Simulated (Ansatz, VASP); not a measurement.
# Two plane-wave programs on Si

```xyz
17
Lattice="0.0000 5.4300 5.4300 5.4300 0.0000 5.4300 5.4300 5.4300 0.0000" Properties=species:S:1:pos:R:3 pbc="T T T"
Si   -0.0006    0.0014   -0.0005
Si    1.3537    1.3532    1.3537
Si    2.7180    2.7123    0.0340
Si    4.0774    4.0767    1.3531
Si    2.7151    0.0334    2.7148
Si    4.0757    1.3543    4.0757
Si    5.3968    2.7141    2.7137
Si    6.7678    4.0917    4.0933
Si    0.0341    2.7125    2.7179
Si    1.3530    4.0768    4.0775
Si    2.7167    5.3952    2.7168
Si    4.1012    6.7581    4.1011
Si    2.7138    2.7143    5.3968
Si    4.0939    4.0921    6.7673
Si    5.4339    5.4217    5.4332
Si    6.7645    6.7626    6.7644
Si    8.1489    8.1370    8.1482
```

Alike in both runs: functional PBE; k mesh 2 × 2 × 2; occupations gaussian, width 0.02 eV; no spin polarisation.

Ansatz relaxed the structure, and its values are those at the end. VASP's run is a single point on that final structure, the one shown.

|  | VASP | Ansatz |
| --- | --- | --- |
| version | VASP 6.6.1 | Ansatz 0.2.0 |
| potentials or method | VASP PAW PBE potentials, release 64 (Si), cutoff 520 eV | scalar-relativistic, plane waves, PAW |
| valence electrons in the cell | 68 | 68 |

```tsv
	VASP	Ansatz	Ansatz less VASP
rms of the force components (eV/Å)	0.010	0.011	+0.0010
```

With one functional, cell and mesh, what is left measures potentials, basis and numerics.

The k mesh is coarse, so the values compare programs but aren't converged.
